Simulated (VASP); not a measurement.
# ScTa3Os (Pm-3m) in VASP: notebook

ScTa3Os is run at these levels: PBE; tasks: single point, relaxation of cell and atoms.

All numbers are computed with VASP 6.6.1; they aren't measurements. Logs are shortened: lines on timing, memory, paths and dates and some standing lists are left out, and cuts for length are marked.

## Step 1: The cell of the first run

The structure is cubic, space group Pm-3m (No. 221). The conventional cell has a = 4.877 Å, b = 4.877 Å, c = 4.877 Å, α = 90.00°, β = 90.00°, γ = 90.00°. Sc (site symmetry m-3m) has 12 Ta at 3.45 Å and 8 Os at 4.22 Å within 4.5 Å. Within 3.2 Å of Ta (site symmetry 4/mmm) lie 2 Os at 2.44 Å. Os (site symmetry m-3m) has 6 Ta at 2.44 Å within 3.2 Å.

The cell was built from a structure type or drawn by symmetry, and may not be a known phase.

## Step 2: Single point, PBE

INCAR reads:

```
  PREC = Accurate
  ENCUT = 520
  EDIFF = 1E-6
  ISMEAR = 0
  SIGMA = 0.1
  LREAL = False
  LASPH = True
  NELM = 100
  ALGO = Normal
  ISIF = 2
  LWAVE = False
  LCHARG = False
  GGA = PE
  NBANDS = 34
```

KPOINTS reads:

```
regular mesh
0
Gamma
  8 8 8
```

POSCAR reads:

```
ScTa3Os
1.0
    4.8771279641      0.0000000000      0.0000000000
    0.0000000000      4.8771279641      0.0000000000
    0.0000000000      0.0000000000      4.8771279641
Sc Ta Os
1 3 1
Direct
    0.0000000000      0.0000000000      0.0000000000
    0.0000000000      0.5000000000      0.5000000000
    0.5000000000      0.0000000000      0.5000000000
    0.5000000000      0.5000000000      0.0000000000
    0.5000000000      0.5000000000      0.5000000000
```

Potentials or basis: VASP PAW PBE potentials, release 64 (Sc_sv, Ta_pv, Os).

Started as:

```
$ cat potpaw_PBE.64/Sc_sv/POTCAR potpaw_PBE.64/Ta_pv/POTCAR potpaw_PBE.64/Os/POTCAR > POTCAR
$ mpirun -np 1 vasp_std > vasp.out
```

OUTCAR:

```text
PREC = Accurate
   ENCUT = 520
   EDIFF = 1E-6
   ISMEAR = 0
   LREAL = False
   LASPH = True
   NELM = 100
   ISIF = 2
   GGA = PE

 ion  position               nearest neighbor table
   1  0.000  0.000  0.000-   2 3.45   3 3.45   4 3.45   2 3.45   3 3.45   2 3.45   4 3.45   2 3.45
                             3 3.45   4 3.45   3 3.45   4 3.45
   2  0.000  0.500  0.500-   5 2.44   5 2.44   4 3.45   1 3.45   1 3.45   4 3.45   1 3.45   3 3.45
                             1 3.45   3 3.45   4 3.45   3 3.45   4 3.45   3 3.45
   3  0.500  0.000  0.500-   5 2.44   5 2.44   4 3.45   1 3.45   1 3.45   4 3.45   2 3.45   4 3.45
                             2 3.45   4 3.45   1 3.45   2 3.45   1 3.45   2 3.45
   4  0.500  0.500  0.000-   5 2.44   5 2.44   3 3.45   1 3.45   2 3.45   3 3.45   2 3.45   1 3.45
                             3 3.45   3 3.45   1 3.45   2 3.45   2 3.45   1 3.45
   5  0.500  0.500  0.500-   2 2.44   3 2.44   4 2.44   4 2.44   3 2.44   2 2.44

  LATTYP: Found a simple cubic cell.
 ALAT       =     4.8771279641

  Lattice vectors:

 A1 = (   4.8771279641,   0.0000000000,   0.0000000000)
 A2 = (   0.0000000000,   4.8771279641,   0.0000000000)
 A3 = (   0.0000000000,   0.0000000000,   4.8771279641)

Analysis of symmetry for initial positions (statically):
=====================================================================
 Subroutine PRICEL returns:
 Original cell was already a primitive cell.

 Routine SETGRP: Setting up the symmetry group for a
 simple cubic supercell.

 Subroutine GETGRP returns: Found 48 space group operations
 (whereof 48 operations were pure point group operations)
 out of a pool of 48 trial point group operations.

The static configuration has the point symmetry O_h .

Analysis of symmetry for dynamics (positions and initial velocities):
=====================================================================
 Subroutine PRICEL returns:
 Original cell was already a primitive cell.

 Routine SETGRP: Setting up the symmetry group for a
 simple cubic supercell.

 Subroutine GETGRP returns: Found 48 space group operations
 (whereof 48 operations were pure point group operations)
 out of a pool of 48 trial point group operations.

The dynamic configuration has the point symmetry O_h .

 Subroutine INISYM returns: Found 48 space group operations
 (whereof 48 operations are pure point group operations),
 and found     1 'primitive' translations

----------------------------------------------------------------------------------------

                                     Primitive cell

  volume of cell :     116.0092

  direct lattice vectors                    reciprocal lattice vectors
     4.877127964  0.000000000  0.000000000     0.205038705  0.000000000  0.000000000
     0.000000000  4.877127964  0.000000000     0.000000000  0.205038705  0.000000000
     0.000000000  0.000000000  4.877127964     0.000000000  0.000000000  0.205038705

  length of vectors
     4.877127964  4.877127964  4.877127964     0.205038705  0.205038705  0.205038705

  position of ions in fractional coordinates (direct lattice)
     0.000000000  0.000000000  0.000000000
     0.000000000  0.500000000  0.500000000
     0.500000000  0.000000000  0.500000000
     0.500000000  0.500000000  0.000000000
     0.500000000  0.500000000  0.500000000

  ion indices of the primitive-cell ions
   primitive index   ion index
                 1           1
                 2           2
                 3           3
                 4           4
                 5           5

----------------------------------------------------------------------------------------

 KPOINTS: regular mesh

Automatic generation of k-mesh.
 Grid dimensions read from file:
 generate k-points for:    8    8    8

 Generating k-lattice:

  Cartesian coordinates                     Fractional coordinates (reciprocal lattice)
     0.025629838  0.000000000  0.000000000     0.125000000  0.000000000  0.000000000
     0.000000000  0.025629838  0.000000000     0.000000000  0.125000000  0.000000000
     0.000000000  0.000000000  0.025629838     0.000000000  0.000000000  0.125000000

  Length of vectors
     0.025629838  0.025629838  0.025629838

  Shift w.r.t. Gamma in fractional coordinates (k-lattice)
     0.000000000  0.000000000  0.000000000

 Subroutine IBZKPT returns following result:
 ===========================================

 Found     35 irreducible k-points:

 Following reciprocal coordinates:
            Coordinates               Weight
  0.000000  0.000000  0.000000      1.000000
  0.125000  0.000000  0.000000      6.000000
  0.250000  0.000000  0.000000      6.000000
  0.375000  0.000000  0.000000      6.000000
  0.500000  0.000000  0.000000      3.000000
  0.125000  0.125000  0.000000     12.000000
[... 16 lines left out ...]
  0.375000  0.375000  0.125000     24.000000
  0.500000  0.375000  0.125000     24.000000
 [... further k-points ...]
   k-points           NKPTS =     35   k-points in BZ     NKDIM =     35   number of bands    NBANDS=     34
   number of dos      NEDOS =    301   number of ions     NIONS =      5
   total plane-waves  NPLWV =  46656
   dimension x,y,z NGX =    36 NGY =   36 NGZ =   36
   dimension x,y,z NGXF=    72 NGYF=   72 NGZF=   72
   ions per type =               1   3   1
   NGX,Y,Z   is equivalent  to a cutoff of  12.27, 12.27, 12.27 a.u.
   NGXF,Y,Z  is equivalent  to a cutoff of  24.54, 24.54, 24.54 a.u.
 SYSTEM =  unknown system
   PREC   = accura    normal or accurate (medium, high low for compatibility)
   ISTART =      0    job   : 0-new  1-cont  2-samecut
   ICHARG =      2    charge: 1-file 2-atom 10-const
   ISPIN  =      1    spin polarized calculation?
   LNONCOLLINEAR =      F non collinear calculations
   LSORBIT =      F    spin-orbit coupling
   LASPH  =      T    aspherical Exc in radial PAW
   ENCUT  =  520.0 eV  38.22 Ry    6.18 a.u.   9.07  9.07  9.07*2*pi/ulx,y,z
   NELM   =    100;   NELMIN=  2; NELMDL= -5     # of ELM steps
   EDIFF  = 0.1E-05   stopping-criterion for ELM
   LREAL  =      F    real-space projection
   EDIFFG = 0.1E-04   stopping-criterion for IOM
   NSW    =      0    number of steps for IOM
   IBRION =     -1    ionic relax: 0-MD 1-quasi-New 2-CG
   NFREE  =      0    steps in history (QN), initial steepest desc. (CG)
   ISIF   =      2    stress and relaxation
   ISYM   =      2    0-nonsym 1-usesym 2-fastsym
   POTIM  = 0.5000    time-step for ionic-motion
   TEBEG  =    0.0;   TEEND  =   0.0 temperature during run
   PSTRESS=    0.0 pullay stress
   NELECT =      52.0000    total number of electrons
   NUPDOWN=      -1.0000    fix difference up-down
   EMIN   =  10.00;   EMAX   =-10.00  energy-range for DOS
   EFERMI =   0.00;   METHOD = LEGACY
   ISMEAR =     0;   SIGMA  =   0.10  broadening in eV -4-tet -1-fermi 0-gaus
   EFERMI_NEDOS =   21; number of points for ismear=-14 and -15
   IALGO  =     38    algorithm
   IMIX   =      4    mixing-type and parameters
     AMIX     =   0.40;   BMIX     =  1.00
     AMIX_MAG =   1.60;   BMIX_MAG =  1.00
  volume/ion in A,a.u.               =      23.20       156.57
  Fermi-wavevector in a.u.,A,eV,Ry     =   1.252887  2.367613 21.357406  1.569725
  Thomas-Fermi vector in A             =   2.386766
   LORBIT       =      0    0 simple, 1 ext, 2 COOP (PROOUT), +10 PAW based schemes
   GGA     = PE    functional components
   LHFCALC =     F    Hartree Fock is set to
   AEXX    =    0.0000 exact exchange contribution
   IVDW    =     0    specifies the selected vdW correction
   LEPSILON=     F    determine dielectric tensor
   LRPA    =     F    only Hartree local field effects (RPA)
 non-spin polarized calculation
 Gauss-broadening in eV      SIGMA  =   0.10
  energy-cutoff  :      520.00
  volume of cell :      116.01
 maximum number of plane-waves:      3138
   NGX = 19   NGY = 19   NGZ = 19

 number of electron      52.0000006 magnetization

 Free energy of the ion-electron system (eV)
  ---------------------------------------------------
  ext. energy  EPLUGINS =         0.00000000
  ---------------------------------------------------
  free energy    TOTEN  =       -48.44878576 eV

  energy without entropy =      -48.41781085  energy(sigma->0) =      -48.43329830

 E-fermi :   4.2671     XC(G=0): -10.9030

 val. band max:        4.2643619735   @ k =   0.2500   0.2500   0.0000
 cond. band min:       4.2789580181   @ k =   0.5000   0.5000   0.0000
 fundamental gap:      0.0145960446
 Fermi energy:         4.2671422010

 k-point     1 :       0.0000    0.0000    0.0000
  band No.  band energies     occupation
      1     -45.8618      2.00000
      2     -30.6718      2.00000
      3     -30.6718      2.00000
      4     -30.6718      2.00000
      5     -30.5927      2.00000
      6     -30.5927      2.00000
[... 26 lines left out ...]
     33       7.4345      0.00000
     34       7.4708      0.00000

 k-point     2 :       0.1250    0.0000    0.0000
  band No.  band energies     occupation
      1     -45.8618      2.00000
      2     -30.6740      2.00000
      3     -30.6690      2.00000
      4     -30.6690      2.00000
      5     -30.5937      2.00000
      6     -30.5937      2.00000
[... 26 lines left out ...]
     33       7.2476      0.00000
     34       7.4344      0.00000

 k-point     3 :       0.2500    0.0000    0.0000
  band No.  band energies     occupation
      1     -45.8618      2.00000
      2     -30.6816      2.00000
      3     -30.6612      2.00000
      4     -30.6612      2.00000
      5     -30.5971      2.00000
      6     -30.5971      2.00000
[... 26 lines left out ...]
     33       6.7503      0.00000
     34       7.6200      0.00000
[... 704 lines left out ...]
 k-point    23 :       0.3750    0.3750    0.1250
  band No.  band energies     occupation
      1     -45.8618      2.00000
      2     -30.7437      2.00000
      3     -30.6630      2.00000
      4     -30.6477      2.00000
      5     -30.6360      2.00000
      6     -30.6211      2.00000
[... 26 lines left out ...]
     33       5.8355      0.00000
     34       5.8989      0.00000

 k-point    24 :       0.5000    0.3750    0.1250
  band No.  band energies     occupation
      1     -45.8618      2.00000
      2     -30.7539      2.00000
      3     -30.6685      2.00000
      4     -30.6467      2.00000
      5     -30.6312      2.00000
      6     -30.6285      2.00000
[... 26 lines left out ...]
     33       5.7361      0.00000
     34       5.7728      0.00000

 [... further k-points ...]
[... 5 lines left out ...]
  --------------------------------------------------------------------------------------
  -------------------------------------------------------------------------------------
  Total        0.3465284      0.3465284      0.3465284     -0.0000000     -0.0000000     -0.0000000
  in kB        4.7858270      4.7858270      4.7858270     -0.0000000     -0.0000000     -0.0000000
  external PRESSURE =       4.7858270 kB  Pullay stress =       0.0000000 kB

 VOLUME and BASIS-vectors are now :
 -----------------------------------------------------------------------------
  energy-cutoff  :      520.00
  volume of cell :      116.01
      direct lattice vectors                 reciprocal lattice vectors
     4.877127964  0.000000000  0.000000000     0.205038705  0.000000000  0.000000000
     0.000000000  4.877127964  0.000000000     0.000000000  0.205038705  0.000000000
     0.000000000  0.000000000  4.877127964     0.000000000  0.000000000  0.205038705

 POSITION                                       TOTAL-FORCE (eV/Angst)
 -----------------------------------------------------------------------------------
      0.00000      0.00000      0.00000         0.000000      0.000000      0.000000
      0.00000      2.43856      2.43856         0.000000      0.000000      0.000000
      2.43856      0.00000      2.43856         0.000000      0.000000      0.000000
      2.43856      2.43856      0.00000         0.000000      0.000000      0.000000
      2.43856      2.43856      2.43856         0.000000      0.000000      0.000000
 -----------------------------------------------------------------------------------
    total drift:                                0.000000      0.000000      0.000000

  FREE ENERGIE OF THE ION-ELECTRON SYSTEM (eV)
  ---------------------------------------------------
  free  energy   TOTEN  =       -48.4487857616 eV

  energy  without entropy=      -48.4178108467  energy(sigma->0) =      -48.43329830
```

It took 67 s on 1 thread of Intel Xeon 6975P-C (Granite Rapids), shared host; peak memory 0.3 GiB.

Results:

```
Free energy            : -48.4488 eV
Pressure               : 0.5 GPa
Band gap on the k mesh : zero (bands 26 and 27 overlap by 0.95 eV)
```

Levels at points of the mesh, in eV from the Fermi level:
```csv
k point,band 22,band 23,band 24,band 25,band 26,band 27,band 28,band 29,band 30,band 31
"(0.00, 0.00, 0.00)",-2.37,-0.14,-0.14,-0.14,0.74,0.74,0.74,2.44,2.44,3.15
"(0.50, 0.00, 0.00)",-1.31,-1.08,-1.08,-0.52,-0.06,0.42,0.42,0.91,1.05,1.50
"(0.50, 0.50, 0.00)",-1.51,-0.96,-0.81,-0.81,-0.78,0.01,0.16,0.57,0.57,1.18
"(0.50, 0.50, 0.50)",-1.89,-1.89,-0.22,-0.22,-0.22,0.07,0.07,0.07,0.70,0.70
```

Caveat: spin-orbit coupling is left out, which moves the levels of the heavy elements.

## Step 3: Relaxation of cell and atoms, PBE

This run uses another cell than the first one, of 23.30 Å³/atom.

INCAR reads:

```
SYSTEM = ScTa3Os
  PREC = Accurate
  ENCUT = 600
  EDIFF = 1E-6
  ISMEAR = 0
  SIGMA = 0.1
  LREAL = .False.
  LASPH = .True.
  NELM = 100
  ALGO = Normal
  ISIF = 3
  LWAVE = .False.
  LCHARG = .False.
  GGA = PE
  IBRION = 2
  NSW = 100
  EDIFFG = -0.01
```

KPOINTS reads:

```
Automatic mesh
0
Gamma
  8 8 8
  0 0 0
```

POSCAR: that of step 2 with these lines changed.

```diff
@@ -2,5 +2,5 @@
 1.0
-    4.8771279641      0.0000000000      0.0000000000
-    0.0000000000      4.8771279641      0.0000000000
-    0.0000000000      0.0000000000      4.8771279641
+    4.8841100707      0.0000000000      0.0000000000
+    0.0000000000      4.8841100707      0.0000000000
+    0.0000000000      0.0000000000      4.8841100707
 Sc Ta Os
```

Potentials or basis: VASP PAW PBE potentials, release 64 (Sc_sv, Ta_pv, Os).

Started as:

```
$ cat potpaw_PBE.64/Sc_sv/POTCAR potpaw_PBE.64/Ta_pv/POTCAR potpaw_PBE.64/Os/POTCAR > POTCAR
$ mpirun -np 1 vasp_std > vasp.out
```

It took 3.5 min on 1 thread of Intel Xeon 6975P-C (Granite Rapids), shared host; peak memory 0.36 GiB.

It converged, with:

| Item | Value |
| --- | --- |
| Free energy | -48.4494 eV |
| Relaxed volume | 23.29 Å³/atom |
| Relaxed cell | a = 4.883 Å, b = 4.883 Å, c = 4.883 Å, α = 90.00°, β = 90.00°, γ = 90.00° |
| Space group after relaxing (to 0.1 Å) | Pm-3m (No. 221) |
| Energy gained by relaxing | 0.0 meV/atom |
| Ionic steps | 3 |
| Pressure after relaxing | 0.0 GPa |
| Band gap on the k mesh | zero (bands 26 and 27 overlap by 0.94 eV) |

Final structure:
```cif
data_structure
_symmetry_space_group_name_H-M 'P 1'
_symmetry_Int_Tables_number 1
_cell_length_a 4.8830
_cell_length_b 4.8830
_cell_length_c 4.8830
_cell_angle_alpha 90.000
_cell_angle_beta 90.000
_cell_angle_gamma 90.000
_cell_volume 116.43
loop_
_atom_site_label
_atom_site_type_symbol
_atom_site_fract_x
_atom_site_fract_y
_atom_site_fract_z
_atom_site_occupancy
Sc1 Sc 0.00000 0.00000 0.00000 1
Ta1 Ta 0.00000 0.50000 0.50000 1
Ta2 Ta 0.50000 0.00000 0.50000 1
Ta3 Ta 0.50000 0.50000 0.00000 1
Os1 Os 0.50000 0.50000 0.50000 1
```

Levels at points of the mesh, in eV from the Fermi level:
```
           k point  band 22  band 23  band 24  band 25  band 26  band 27  band 28  band 29  band 30  band 31
(0.00, 0.00, 0.00)    -2.36    -0.14    -0.14    -0.14     0.74     0.74     0.74     2.43     2.43     3.14
(0.50, 0.00, 0.00)    -1.30    -1.08    -1.08    -0.52    -0.06     0.41     0.41     0.90     1.04     1.50
(0.50, 0.50, 0.00)    -1.50    -0.95    -0.80    -0.80    -0.78     0.01     0.16     0.57     0.57     1.18
(0.50, 0.50, 0.50)    -1.88    -1.88    -0.22    -0.22    -0.22     0.07     0.07     0.07     0.70     0.70
```

Caveat: spin-orbit coupling is left out, which moves the levels of the heavy elements.

(Continued in part 2 of 2.)
